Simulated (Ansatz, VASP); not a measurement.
## Li in VASP and in Ansatz

```
CELL_PARAMETERS angstrom
1.55050 0.89518 7.36065
-1.55050 0.89518 7.36065
0.00000 -1.79036 7.36065
ATOMIC_POSITIONS crystal
Li 0.00000 0.00000 0.00000
Li 0.22200 0.22200 0.22200
Li 0.77800 0.77800 0.77800
```

Change from the starting cell: zz strain of -3 %.

Alike in both runs: task single point; functional PBE; k mesh 12 × 12 × 12; occupations fermi-dirac, width 0.05 eV; no spin polarisation.

```csv
,VASP,Ansatz
version,VASP 6.6.1,Ansatz 0.2.0
potentials or method,"VASP PAW PBE potentials, release 64 (Li_sv), cutoff 520 eV","all-electron LAPW, scalar-relativistic"
```

|  | VASP | Ansatz | Ansatz less VASP |
| --- | --- | --- | --- |
| rms of the force components (eV/Å) | 0.005 | 0.005 | +0.0001 |

Atom by atom the forces differ by 0.000 eV/Å (rms over components). Ansatz ran all-electron here, and VASP with PAW potentials.

Noted on VASP's run: the cutoff is under 1.25 times that of the potentials, so the pressure is a little rough.
